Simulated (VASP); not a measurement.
**Pd: single point with PBEsol**

The system is Pd.

```xyz
2
Lattice="-3.2887 3.2871 1.3388 3.2871 -3.2887 1.3388 1.6814 1.6814 -1.3419" Properties=species:S:1:pos:R:3 pbc="T T T"
Pd   -3.2886    3.2869    1.3388
Pd   -0.8043    2.4840    0.6679
```

```yaml
Program: VASP 6.6.1
Task: single point
Functional: PBEsol
Potentials_or_basis: VASP PAW PBE potentials, release 64 (Pd)
Cutoff: 520 eV
k_mesh: 13 × 13 × 9
Occupations: fermi-dirac, width 0.1 eV
Spin: no spin polarisation
Dipole_correction: no
Further_INCAR_settings: ALGO = Normal; EDIFF = 1e-06; NBANDS = 17; ISYM = 0
```

```
Pressure               : -0.4 GPa
Band gap on the k mesh : zero (bands 10 and 11 overlap by 1.19 eV)
```

Levels at points of the mesh, in eV from the Fermi level:
```
           k point  band 8  band 9  band 10  band 11  band 12  band 13
(0.00, 0.00, 0.00)   -1.94   -0.89    -0.84    -0.02     0.51     6.58
```

It took 6.6 min on 1 thread of Intel Xeon 8259CL (shared host), peak memory 0.43 GiB.

Caveat: the PAW data sets were made with another functional, which shifts forces and pressure a little.
